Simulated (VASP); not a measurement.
# BN (BN (F-43m)) (F-43m) in VASP: single point with PBE

Aim: the single point of BN (BN (F-43m)) with PBE.

Program: VASP 6.6.1. These are calculated values, not measurements. Logs are shortened: lines on timing, memory, paths and dates and some standing lists are left out, and cuts for length are marked.

**1. The cell of the first run**

The structure is cubic, space group F-43m (No. 216). Conventional cell: a = 3.624 Å, b = 3.624 Å, c = 3.624 Å, α = 90.00°, β = 90.00°, γ = 90.00°. Within 2.1 Å of B (site symmetry -43m) lie 4 N at 1.57 Å. Within 2.1 Å of N (site symmetry -43m) lie 4 B at 1.57 Å.

**2. Single point, PBE**

INCAR

```
SYSTEM = BN
PREC     = Accurate       ! precision mode
ENCUT    = 600            ! plane-wave cutoff, eV
EDIFF    = 1E-6           ! SCF threshold, eV
ISMEAR   = 0              ! smearing method
SIGMA    = 0.01           ! smearing width, eV
LREAL    = Auto         
LASPH    = .True.         ! aspherical terms in the spheres
NELM     = 120            ! most SCF steps
ALGO     = Normal         ! electronic algorithm
ISIF     = 2              ! what is computed and relaxed
LWAVE    = .False.        ! write WAVECAR
LCHARG   = .False.        ! write CHGCAR
GGA      = PE             ! functional
NBANDS   = 86             ! bands
GGA_COMPAT= .False.
```

KPOINTS

```
regular mesh
0
Gamma
  1 1 1
  0 0 0
```

POSCAR

```
BN
1.0
   -3.6241103844      3.6241103844     -3.6241103844
    3.6241103844      3.6241103844      3.6241103844
    3.6241103844     -3.6241103844     -3.6241103844
B N
16 16
Direct
    0.0000000000      0.0000000000      0.0000000000
    0.0000000000      0.2500000000      0.7500000000
    0.0000000000      0.5000000000      0.5000000000
    0.0000000000      0.7500000000      0.2500000000
    0.2500000000      0.0000000000      0.7500000000
    0.2500000000      0.2500000000      0.5000000000
    0.2500000000      0.5000000000      0.2500000000
    0.2500000000      0.7500000000      0.0000000000
    0.5000000000      0.0000000000      0.5000000000
    0.5000000000      0.2500000000      0.2500000000
    0.5000000000      0.5000000000      0.0000000000
    0.5000000000      0.7500000000      0.7500000000
    0.7500000000      0.0000000000      0.2500000000
    0.7500000000      0.2500000000      0.0000000000
    0.7500000000      0.5000000000      0.7500000000
    0.7500000000      0.7500000000      0.5000000000
    0.0000000000      0.0000000000      0.2500000000
    0.0000000000      0.2500000000      0.0000000000
    0.0000000000      0.5000000000      0.7500000000
    0.0000000000      0.7500000000      0.5000000000
    0.2500000000      0.0000000000      0.0000000000
    0.2500000000      0.2500000000      0.7500000000
    0.2500000000      0.5000000000      0.5000000000
    0.2500000000      0.7500000000      0.2500000000
    0.5000000000      0.0000000000      0.7500000000
    0.5000000000      0.2500000000      0.5000000000
    0.5000000000      0.5000000000      0.2500000000
    0.5000000000      0.7500000000      0.0000000000
    0.7500000000      0.0000000000      0.5000000000
    0.7500000000      0.2500000000      0.2500000000
    0.7500000000      0.5000000000      0.0000000000
    0.7500000000      0.7500000000      0.7500000000
```

Potentials or basis: VASP PAW PBE potentials, release 64 (B, N).

On the command line:

```console
> cat potpaw_PBE.64/B/POTCAR potpaw_PBE.64/N/POTCAR > POTCAR
> mpirun -np 1 vasp_gam > vasp.out
```

OUTCAR:

```text
SYSTEM = BN
   PREC = Accurate
   ENCUT = 600
   EDIFF = 1E-6
   ISMEAR = 0
   LREAL = Auto
   LASPH = .True.
   NELM = 120
   ISIF = 2
   GGA = PE

 ion  position               nearest neighbor table
   1  0.000  0.000  0.000-  17 1.57  18 1.57  21 1.57  32 1.57
   2  0.000  0.250  0.750-  18 1.57  19 1.57  22 1.57  29 1.57
   3  0.000  0.500  0.500-  19 1.57  20 1.57  23 1.57  30 1.57
   4  0.000  0.750  0.250-  17 1.57  20 1.57  24 1.57  31 1.57
   5  0.250  0.000  0.750-  20 1.57  21 1.57  22 1.57  25 1.57
   6  0.250  0.250  0.500-  17 1.57  22 1.57  23 1.57  26 1.57
[... 24 lines left out ...]
  31  0.750  0.500  0.000-   4 1.57  11 1.57  14 1.57  15 1.57
  32  0.750  0.750  0.750-   1 1.57  12 1.57  15 1.57  16 1.57

  LATTYP: Found a body centered cubic cell.
 ALAT       =     7.2482207688

  Lattice vectors:

 A1 = (  -3.6241103844,   3.6241103844,  -3.6241103844)
 A2 = (   3.6241103844,   3.6241103844,   3.6241103844)
 A3 = (   3.6241103844,  -3.6241103844,  -3.6241103844)

Analysis of symmetry for initial positions (statically):
=====================================================================
 Subroutine PRICEL returns following result:

  LATTYP: Found a face centered cubic cell.
 ALAT       =     3.6241103844

  Lattice vectors:

 A1 = (   1.8120551922,   0.0000000000,   1.8120551922)
 A2 = (  -0.0000000000,  -1.8120551922,   1.8120551922)
 A3 = (   1.8120551922,  -1.8120551922,   0.0000000000)

  16 primitive cells build up your supercell.

 Routine SETGRP: Setting up the symmetry group for a
 body centered cubic supercell.

 Subroutine GETGRP returns: Found 24 space group operations
 (whereof 24 operations were pure point group operations)
 out of a pool of 48 trial point group operations.

The static configuration has the point symmetry T_d .

Analysis of symmetry for dynamics (positions and initial velocities):
=====================================================================
 Subroutine PRICEL returns following result:

  LATTYP: Found a face centered cubic cell.
 ALAT       =     3.6241103844

  Lattice vectors:

 A1 = (   1.8120551922,   0.0000000000,   1.8120551922)
 A2 = (  -0.0000000000,  -1.8120551922,   1.8120551922)
 A3 = (   1.8120551922,  -1.8120551922,   0.0000000000)

  16 primitive cells build up your supercell.

 Routine SETGRP: Setting up the symmetry group for a
 body centered cubic supercell.

 Subroutine GETGRP returns: Found 24 space group operations
 (whereof 24 operations were pure point group operations)
 out of a pool of 48 trial point group operations.

The dynamic configuration has the point symmetry T_d .

 Subroutine INISYM returns: Found 24 space group operations
 (whereof 24 operations are pure point group operations),
 and found    16 'primitive' translations

----------------------------------------------------------------------------------------

                                     Primitive cell

  volume of cell :      11.8999

  direct lattice vectors                    reciprocal lattice vectors
     1.812055192  0.000000000  1.812055192     0.275929785  0.275929785  0.275929785
    -0.000000000 -1.812055192  1.812055192    -0.275929785 -0.275929785  0.275929785
     1.812055192 -1.812055192  0.000000000     0.275929785 -0.275929785 -0.275929785

  length of vectors
     2.562633029  2.562633029  2.562633029     0.477924407  0.477924407  0.477924407

  position of ions in fractional coordinates (direct lattice)
     0.000000000  0.000000000  0.000000000
     0.750000000  0.750000000  0.750000000

  ion indices of the primitive-cell ions
   primitive index   ion index
                 1           1
                 2          17

----------------------------------------------------------------------------------------

 KPOINTS: regular mesh

Automatic generation of k-mesh.
 Grid dimensions read from file:
 generate k-points for:    1    1    1

 Generating k-lattice:

  Cartesian coordinates                     Fractional coordinates (reciprocal lattice)
     0.000000000  0.137964893 -0.137964893     1.000000000  0.000000000  0.000000000
     0.137964893  0.137964893  0.000000000     0.000000000  1.000000000  0.000000000
     0.137964893  0.000000000 -0.137964893     0.000000000  0.000000000  1.000000000

  Length of vectors
     0.195111822  0.195111822  0.195111822

  Shift w.r.t. Gamma in fractional coordinates (k-lattice)
     0.000000000  0.000000000  0.000000000

 Subroutine IBZKPT returns following result:
 ===========================================

 Found      1 irreducible k-points:

 Following reciprocal coordinates:
            Coordinates               Weight
  0.000000  0.000000  0.000000      1.000000
   k-points           NKPTS =      1   k-points in BZ     NKDIM =      1   number of bands    NBANDS=     86
   number of dos      NEDOS =    301   number of ions     NIONS =     32
   total plane-waves  NPLWV = 125000
   dimension x,y,z NGX =    50 NGY =   50 NGZ =   50
   dimension x,y,z NGXF=   100 NGYF=  100 NGZF=  100
   ions per type =              16  16
   NGX,Y,Z   is equivalent  to a cutoff of  13.24, 13.24, 13.24 a.u.
   NGXF,Y,Z  is equivalent  to a cutoff of  26.48, 26.48, 26.48 a.u.
 SYSTEM =  BN
   PREC   = accura    normal or accurate (medium, high low for compatibility)
   ISTART =      0    job   : 0-new  1-cont  2-samecut
   ICHARG =      2    charge: 1-file 2-atom 10-const
   ISPIN  =      1    spin polarized calculation?
   LNONCOLLINEAR =      F non collinear calculations
   LSORBIT =      F    spin-orbit coupling
   LASPH  =      T    aspherical Exc in radial PAW
   ENCUT  =  600.0 eV  44.10 Ry    6.64 a.u.  12.54 12.54 12.54*2*pi/ulx,y,z
   NELM   =    120;   NELMIN=  2; NELMDL= -5     # of ELM steps
   EDIFF  = 0.1E-05   stopping-criterion for ELM
   LREAL  =      T    real-space projection
   EDIFFG = 0.1E-04   stopping-criterion for IOM
   NSW    =      0    number of steps for IOM
   IBRION =     -1    ionic relax: 0-MD 1-quasi-New 2-CG
   NFREE  =      0    steps in history (QN), initial steepest desc. (CG)
   ISIF   =      2    stress and relaxation
   ISYM   =      2    0-nonsym 1-usesym 2-fastsym
   POTIM  = 0.5000    time-step for ionic-motion
   TEBEG  =    0.0;   TEEND  =   0.0 temperature during run
   PSTRESS=    0.0 pullay stress
   NELECT =     128.0000    total number of electrons
   NUPDOWN=      -1.0000    fix difference up-down
   EMIN   =  10.00;   EMAX   =-10.00  energy-range for DOS
   EFERMI =   0.00;   METHOD = LEGACY
   ISMEAR =     0;   SIGMA  =   0.01  broadening in eV -4-tet -1-fermi 0-gaus
   EFERMI_NEDOS =   21; number of points for ismear=-14 and -15
   IALGO  =     38    algorithm
   IMIX   =      4    mixing-type and parameters
     AMIX     =   0.40;   BMIX     =  1.00
     AMIX_MAG =   1.60;   BMIX_MAG =  1.00
  volume/ion in A,a.u.               =       5.95        40.15
  Fermi-wavevector in a.u.,A,eV,Ry     =   1.434135  2.710122 27.983695  2.056744
  Thomas-Fermi vector in A             =   2.553577
   LORBIT       =      0    0 simple, 1 ext, 2 COOP (PROOUT), +10 PAW based schemes
   GGA     = PE    functional components
   LHFCALC =     F    Hartree Fock is set to
   AEXX    =    0.0000 exact exchange contribution
   IVDW    =     0    specifies the selected vdW correction
   LEPSILON=     F    determine dielectric tensor
   LRPA    =     F    only Hartree local field effects (RPA)
 non-spin polarized calculation
 Gauss-broadening in eV      SIGMA  =   0.01
  energy-cutoff  :      600.00
  volume of cell :      190.40
 maximum number of plane-waves:      3182
 NGX is ok and might be reduce to    50
   NGX = 25   NGY = 25   NGZ = 25

 number of electron     127.9999961 magnetization

 Free energy of the ion-electron system (eV)
  ---------------------------------------------------
  ext. energy  EPLUGINS =         0.00000000
  ---------------------------------------------------
  free energy    TOTEN  =      -276.01453128 eV

  energy without entropy =     -276.01453128  energy(sigma->0) =     -276.01453128

 E-fermi :   7.4512     XC(G=0): -12.7623

 val. band max:        7.3914914019   @ k =   0.0000   0.0000   0.0000
 cond. band min:      11.7909939023   @ k =   0.0000   0.0000   0.0000
 fundamental gap:      4.3995025004
 Fermi energy:         7.4512149182

 k-point     1 :       0.0000    0.0000    0.0000
  band No.  band energies     occupation
      1     -12.7871      2.00000
      2      -9.1454      2.00000
      3      -9.1454      2.00000
      4      -9.1454      2.00000
      5      -9.1454      2.00000
      6      -9.1454      2.00000
[... 68 lines left out ...]
     75      17.0210      0.00000
     76      17.0210      0.00000
 [bands above 76 left out]

------------------------ aborting loop because EDIFF is reached ----------------------------------------

  FORCE on cell =-STRESS in cart. coord.  units (eV):
  Direction    XX          YY          ZZ          XY          YZ          ZX
  --------------------------------------------------------------------------------------
  -------------------------------------------------------------------------------------
  Total        3.0981256      3.0981256      3.0981256      0.0000000     -0.0000000     -0.0000000
  in kB       26.0702602     26.0702602     26.0702602      0.0000000     -0.0000000     -0.0000000
  external PRESSURE =      26.0702602 kB  Pullay stress =       0.0000000 kB

 VOLUME and BASIS-vectors are now :
 -----------------------------------------------------------------------------
  energy-cutoff  :      600.00
  volume of cell :      190.40
      direct lattice vectors                 reciprocal lattice vectors
    -3.624110384  3.624110384 -3.624110384     0.000000000  0.137964893 -0.137964893
     3.624110384  3.624110384  3.624110384     0.137964893  0.137964893  0.000000000
     3.624110384 -3.624110384 -3.624110384     0.137964893  0.000000000 -0.137964893

 POSITION                                       TOTAL-FORCE (eV/Angst)
 -----------------------------------------------------------------------------------
      0.00000      0.00000      0.00000        -0.000000      0.000000      0.000000
      3.62411     -1.81206     -1.81206        -0.000000      0.000000      0.000000
      3.62411      0.00000      0.00000        -0.000000     -0.000000      0.000000
      3.62411      1.81206      1.81206         0.000000      0.000000     -0.000000
      1.81206     -1.81206     -3.62411        -0.000000     -0.000000      0.000000
      1.81206      0.00000     -1.81206        -0.000000      0.000000      0.000000
[... 24 lines left out ...]
     -0.90603      4.53014     -0.90603         0.000000      0.000000     -0.000000
      2.71808      2.71808     -2.71808         0.000000     -0.000000     -0.000000
 -----------------------------------------------------------------------------------
    total drift:                                0.000005      0.000005     -0.000005

  FREE ENERGIE OF THE ION-ELECTRON SYSTEM (eV)
  ---------------------------------------------------
  free  energy   TOTEN  =      -276.0145312755 eV

  energy  without entropy=     -276.0145312755  energy(sigma->0) =     -276.01453128
```

Run time: 28 s. Hardware: 1 thread of Intel Xeon Platinum 8488C (Sapphire Rapids), shared host; peak memory 0.32 GiB.

Results:

```yaml
Free_energy: -276.0145 eV
Pressure: 2.6 GPa
Band_gap_on_the_k_mesh: 4.40 eV
```

Caveat: the k points lie up to 1.23 Å⁻¹ apart. A k mesh can miss the band edges.
